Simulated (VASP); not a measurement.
# P (P6_3/mmc) in VASP: notebook

The runs below take P through single point, with PBE.

The COD entry that gives the cell may itself be a prediction, so a difference from it is no test against experiment.

All numbers are computed with VASP 6.6.1; they aren't measurements. Logs are shortened: lines on timing, memory, paths and dates and some standing lists are left out, and cuts for length are marked.

## Step 1: The cell of the first run

Symmetry: P6_3/mmc, No. 194, hexagonal system. Conventional cell: a = 3.495 Å, b = 3.495 Å, c = 17.120 Å, α = 90.00°, β = 90.00°, γ = 120.00°. P (site symmetry 3m) has 4 P at 2.14 Å within 2.8 Å. P (site symmetry 3m) has 4 P at 2.14 Å within 2.8 Å. P (site symmetry 3m) has 4 P at 2.14 Å within 2.8 Å.

## Step 2: Single point, PBE

Contents of INCAR:

```
SYSTEM = P
PREC = Accurate
ENCUT = 520
EDIFF = 1E-6
ISMEAR = 0
SIGMA = 0.1
LREAL = .False.
LASPH = .True.
NELM = 60
ALGO = Normal
ISIF = 2
LWAVE = .False.
LCHARG = .False.
GGA = PE
NBANDS = 42
```

Contents of KPOINTS:

```
Automatic mesh
0
Gamma
  6 6 1
  0 0 0
```

Contents of POSCAR:

```
P
1.0
    3.4946063900      0.0000000000      0.0000000000
   -1.7473031900      3.0264179100      0.0000000000
    0.0000000000      0.0000000000     17.1199899600
P
12
Direct
    0.0000000000      0.0000000000      0.1875000000
    0.0000000000      0.0000000000      0.6875000000
    0.0000000000      0.0000000000      0.3125000000
    0.0000000000      0.0000000000      0.8125000000
    0.3333333300      0.6666666700      0.5208299800
    0.6666666700      0.3333333300      0.0208299800
    0.3333333300      0.6666666700      0.9791700200
    0.6666666700      0.3333333300      0.4791700200
    0.3333333300      0.6666666700      0.6458299800
    0.6666666700      0.3333333300      0.1458299800
    0.3333333300      0.6666666700      0.8541700200
    0.6666666700      0.3333333300      0.3541700200
```

Potentials or basis: VASP PAW PBE potentials, release 64 (P).

Launch:

```console
$ cat potpaw_PBE.64/P/POTCAR > POTCAR
$ mpirun -np 1 vasp_std > vasp.out
```

OUTCAR:

```text
SYSTEM = P
   PREC = Accurate
   ENCUT = 520
   EDIFF = 1E-6
   ISMEAR = 0
   LREAL = .False.
   LASPH = .True.
   NELM = 60
   ISIF = 2
   GGA = PE

 ion  position               nearest neighbor table
   1  0.000  0.000  0.188-   3 2.14  10 2.14  10 2.14  10 2.14
   2  0.000  0.000  0.688-   4 2.14   9 2.14   9 2.14   9 2.14
   3  0.000  0.000  0.312-   1 2.14  12 2.14  12 2.14  12 2.14
   4  0.000  0.000  0.812-   2 2.14  11 2.14  11 2.14  11 2.14
   5  0.333  0.667  0.521-   8 2.14   8 2.14   8 2.14   9 2.14
   6  0.667  0.333  0.021-   7 2.14   7 2.14   7 2.14  10 2.14
   7  0.333  0.667  0.979-   6 2.14   6 2.14   6 2.14  11 2.14
   8  0.667  0.333  0.479-   5 2.14   5 2.14   5 2.14  12 2.14
   9  0.333  0.667  0.646-   5 2.14   2 2.14   2 2.14   2 2.14
  10  0.667  0.333  0.146-   6 2.14   1 2.14   1 2.14   1 2.14
  11  0.333  0.667  0.854-   7 2.14   4 2.14   4 2.14   4 2.14
  12  0.667  0.333  0.354-   8 2.14   3 2.14   3 2.14   3 2.14

  LATTYP: Found a hexagonal cell.
 ALAT       =     3.4946063900
 C/A-ratio  =     4.8989751776

  Lattice vectors:

 A1 = (   3.4946063900,   0.0000000000,   0.0000000000)
 A2 = (  -1.7473031900,   3.0264179100,   0.0000000000)
 A3 = (   0.0000000000,   0.0000000000,  17.1199899600)

Analysis of symmetry for initial positions (statically):
=====================================================================
 Subroutine PRICEL returns:
 Original cell was already a primitive cell.

 Routine SETGRP: Setting up the symmetry group for a
 hexagonal supercell.

 Subroutine GETGRP returns: Found 24 space group operations
 (whereof 12 operations were pure point group operations)
 out of a pool of 24 trial point group operations.

The static configuration has the point symmetry D_3d.
 The point group associated with its full space group is D_6h.

Analysis of symmetry for dynamics (positions and initial velocities):
=====================================================================
 Subroutine PRICEL returns:
 Original cell was already a primitive cell.

 Routine SETGRP: Setting up the symmetry group for a
 hexagonal supercell.

 Subroutine GETGRP returns: Found 24 space group operations
 (whereof 12 operations were pure point group operations)
 out of a pool of 24 trial point group operations.
[... 111 lines left out ...]
   ISYM   =      2    0-nonsym 1-usesym 2-fastsym
   POTIM  = 0.5000    time-step for ionic-motion
   TEBEG  =    0.0;   TEEND  =   0.0 temperature during run
   PSTRESS=    0.0 pullay stress
   NELECT =      60.0000    total number of electrons
   NUPDOWN=      -1.0000    fix difference up-down
   EMIN   =  10.00;   EMAX   =-10.00  energy-range for DOS
   EFERMI =   0.00;   METHOD = LEGACY
   ISMEAR =     0;   SIGMA  =   0.10  broadening in eV -4-tet -1-fermi 0-gaus
   EFERMI_NEDOS =   21; number of points for ismear=-14 and -15
   IALGO  =     38    algorithm
   IMIX   =      4    mixing-type and parameters
     AMIX     =   0.40;   BMIX     =  1.00
     AMIX_MAG =   1.60;   BMIX_MAG =  1.00
  volume/ion in A,a.u.               =      15.09       101.82
  Fermi-wavevector in a.u.,A,eV,Ry     =   1.132874  2.140822 17.461771  1.283404
  Thomas-Fermi vector in A             =   2.269576
   LORBIT       =      0    0 simple, 1 ext, 2 COOP (PROOUT), +10 PAW based schemes
   GGA     = PE    functional components
   LHFCALC =     F    Hartree Fock is set to
   AEXX    =    0.0000 exact exchange contribution
   IVDW    =     0    specifies the selected vdW correction
   LEPSILON=     F    determine dielectric tensor
   LRPA    =     F    only Hartree local field effects (RPA)
 non-spin polarized calculation
 Gauss-broadening in eV      SIGMA  =   0.10
  energy-cutoff  :      520.00
  volume of cell :      181.06
 maximum number of plane-waves:      4947
 NGX is ok and might be reduce to    28
   NGX = 13   NGY = 13   NGZ = 63

 number of electron      60.0000003 magnetization

 Free energy of the ion-electron system (eV)
  ---------------------------------------------------
  ext. energy  EPLUGINS =         0.00000000
  ---------------------------------------------------
  free energy    TOTEN  =       -53.92248116 eV

  energy without entropy =      -53.88149474  energy(sigma->0) =      -53.90198795

 E-fermi :   9.9169     XC(G=0): -10.9027

 val. band max:        9.8635125368   @ k =   0.3333   0.1667   0.0000
 cond. band min:       9.9431651153   @ k =   0.1667   0.1667   0.0000
 fundamental gap:      0.0796525785
 Fermi energy:         9.9168955645

 k-point     1 :       0.0000    0.0000    0.0000
  band No.  band energies     occupation
      1      -8.1086      2.00000
      2      -7.7040      2.00000
      3      -7.6779      2.00000
      4      -6.5503      2.00000
      5      -6.5104      2.00000
      6      -5.4864      2.00000
[... 304 lines left out ...]
     41      13.7875      0.00000
     42      13.9632      0.00000

------------------------ aborting loop because EDIFF is reached ----------------------------------------

  FORCE on cell =-STRESS in cart. coord.  units (eV):
  Direction    XX          YY          ZZ          XY          YZ          ZX
  --------------------------------------------------------------------------------------
  -------------------------------------------------------------------------------------
  Total       25.1143076     25.1143076     30.1308262      0.0000000      0.0000000      0.0000000
  in kB      222.2291992    222.2291992    266.6189117      0.0000004      0.0000000      0.0000000
  external PRESSURE =     237.0257700 kB  Pullay stress =       0.0000000 kB

 VOLUME and BASIS-vectors are now :
 -----------------------------------------------------------------------------
  energy-cutoff  :      520.00
  volume of cell :      181.06
      direct lattice vectors                 reciprocal lattice vectors
     3.494606390  0.000000000  0.000000000     0.286155260  0.165211816  0.000000000
    -1.747303190  3.026417910  0.000000000     0.000000000  0.330423633  0.000000000
     0.000000000  0.000000000 17.119989960     0.000000000  0.000000000  0.058411249

 POSITION                                       TOTAL-FORCE (eV/Angst)
 -----------------------------------------------------------------------------------
      0.00000      0.00000      3.21000        -0.000000      0.000000     -0.253357
      0.00000      0.00000     11.76999        -0.000000     -0.000000     -0.253357
      0.00000      0.00000      5.35000        -0.000000      0.000000      0.253357
      0.00000      0.00000     13.90999        -0.000000     -0.000000      0.253357
     -0.00000      2.01761      8.91660         0.000000      0.000000      0.338157
      1.74730      1.00881      0.35661        -0.000000      0.000000      0.338157
     -0.00000      2.01761     16.76338         0.000000      0.000000     -0.338157
      1.74730      1.00881      8.20339        -0.000000      0.000000     -0.338157
     -0.00000      2.01761     11.05660        -0.000000      0.000000     -0.041058
      1.74730      1.00881      2.49661         0.000000     -0.000000     -0.041058
     -0.00000      2.01761     14.62338        -0.000000      0.000000      0.041058
      1.74730      1.00881      6.06339         0.000000      0.000000      0.041058
 -----------------------------------------------------------------------------------
    total drift:                               -0.000000     -0.000000     -0.000000

  FREE ENERGIE OF THE ION-ELECTRON SYSTEM (eV)
  ---------------------------------------------------
  free  energy   TOTEN  =       -53.9224811635 eV

  energy  without entropy=      -53.8814947373  energy(sigma->0) =      -53.90198795
```

stdout:

```text
POSCAR found type information on POSCAR P
 POSCAR found :  1 types and      12 ions
 scaLAPACK will be used
 LDA part: xc-table for (Slater+PW92), standard interpolation
 POSCAR, INCAR and KPOINTS ok, starting setup
 FFT: planning ... GRIDC
 FFT: planning ... GRID_SOFT
 FFT: planning ... GRID
 WAVECAR not read
 entering main loop
```

Run time: 92 s. Hardware: 1 thread of Oxide Virtual Turin-like, shared host; peak memory 0.25 GiB.

Results:

```yaml
Free_energy: -53.9225 eV
Pressure: 23.7 GPa
Largest_force: 0.338 eV/Å
Band_gap_on_the_k_mesh: zero (band 30 reaches 10.64 eV, above the bottom of band 31 at 8.70 eV)
```

Forces in eV/Å, atoms in the order of the input:
```
P    0.000  0.000 -0.253
P    0.000  0.000 -0.253
P    0.000  0.000  0.253
P    0.000  0.000  0.253
P    0.000  0.000  0.338
P    0.000  0.000  0.338
P    0.000  0.000 -0.338
P    0.000  0.000 -0.338
P    0.000  0.000 -0.041
P    0.000  0.000 -0.041
P    0.000  0.000  0.041
P    0.000  0.000  0.041
```

Stress tensor (GPa, compression positive):
```
22.22  0.00  0.00
 0.00 22.22  0.00
 0.00  0.00 26.66
```

Caveat: the k points lie up to 0.37 Å⁻¹ apart.

## Step 3: Single point, PBE

This run uses another cell than the first one, of 26.91 Å³/atom, 1.783 times its volume.

Contents of INCAR:

```
  ALGO = Normal
  EDIFF = 1E-7
  ENCUT = 520
  GGA = PE
  ISIF = 2
  ISMEAR = 0
  LASPH = T
  LCHARG = F
  LREAL = F
  LWAVE = F
  NBANDS = 42
  NELM = 60
  PREC = Accurate
  SIGMA = 0.1
```

Contents of KPOINTS:

```
k-points
0
Gamma
  6 6 1
```

Contents of POSCAR:

```
P
1.0
    3.2893548589     -0.0000000027      0.0000000000
   -1.6446774271      2.8486648712      0.0000000000
    0.0000000000      0.0000000000     34.4621813453
P
12
Direct
    0.0000000000      0.0000000000      0.1841714787
    0.0000000000      0.0000000000      0.6841714787
    0.0000000000      0.0000000000      0.3158285213
    0.0000000000      0.0000000000      0.8158285213
    0.3333333333      0.6666666667      0.5179423459
    0.6666666667      0.3333333333      0.0179423459
    0.3333333333      0.6666666667      0.9820576541
    0.6666666667      0.3333333333      0.4820576541
    0.3333333333      0.6666666667      0.6482974952
    0.6666666667      0.3333333333      0.1482974952
    0.3333333333      0.6666666667      0.8517025048
    0.6666666667      0.3333333333      0.3517025048
```

Potentials or basis: VASP PAW PBE potentials, release 64 (P).

Launch:

```console
$ cat potpaw_PBE.64/P/POTCAR > POTCAR
$ mpirun -np 1 vasp_std > vasp.out
```

Wall time 2 min (1 thread of Oxide Virtual Turin-like, shared host); peak memory 0.35 GiB.

The run converged. Its results:

```
Free energy            : -64.2419 eV
Pressure               : -0.2 GPa
Largest force          : 0.084 eV/Å
Band gap on the k mesh : 1.48 eV, indirect (least direct gap 1.88 eV)
```

Forces in eV/Å, atoms in the order of the input:
```
P    0.000  0.000 -0.078
P    0.000  0.000 -0.078
P    0.000  0.000  0.078
P    0.000  0.000  0.078
P    0.000  0.000 -0.084
P    0.000  0.000 -0.084
P    0.000  0.000  0.084
P    0.000  0.000  0.084
P    0.000  0.000  0.079
P    0.000  0.000  0.079
P    0.000  0.000 -0.079
P    0.000  0.000 -0.079
```

Stress tensor (GPa, compression positive):
```
-0.23  0.00  0.00
 0.00 -0.23  0.00
 0.00  0.00 -0.05
```

Levels at points of the mesh, in eV from the valence-band top:
```
           k point  band 28  band 29  band 30  band 31  band 32  band 33
(0.00, 0.00, 0.00)    -0.45    -0.43    -0.15     3.36     3.40     3.41
(0.50, 0.00, 0.00)    -1.63    -1.60    -1.57     1.66     1.66     1.68
```

Caveat: this functional lacks dispersion, which binds the layers, so the pressure and a relaxed spacing across them are unreliable. Expect the measured gap to be larger: semilocal functionals such as PBE lack the derivative discontinuity.
